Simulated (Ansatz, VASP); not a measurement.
# Re: VASP beside Ansatz

```
Re
1.0
     4.36469    0.00000    0.00000
    -2.18234    3.77993    0.00000
     0.00000    0.00000    2.67555
Re
3
Direct
  0.00000 0.00000 0.00000
  0.33333 0.66667 0.50000
  0.66667 0.33333 0.50000
```

Alike in both runs: task relaxation of cell and atoms; functional BLYP; k mesh 8 × 8 × 12; occupations fermi-dirac, width 0.1 eV; no spin polarisation.

```csv
,VASP,Ansatz
version,VASP 6.6.1,Ansatz 0.2.0
potentials or method,"VASP PAW PBE potentials, release 64 (Re), cutoff 600 eV","plane waves (420 eV) with PAW, scalar-relativistic"
valence electrons in the cell,21,45
```

Ansatz gave:

| Quantity | Value |
| --- | --- |
| relaxed volume (Å³/atom) | 15.81 |
| relaxed cell length with the largest relative difference (Å) | 2.787 |

Problem. Which values does VASP return?

Solution. Relaxed volume (Å³/atom): 15.88; relaxed cell length with the largest relative difference (Å): 2.794.

VASP's potentials were made for PBE, not for BLYP. VASP's potentials hold 21 valence electrons a cell and Ansatz's 45, so a difference there can come from the potentials and not from the codes.

Neither program's run includes spin-orbit coupling.
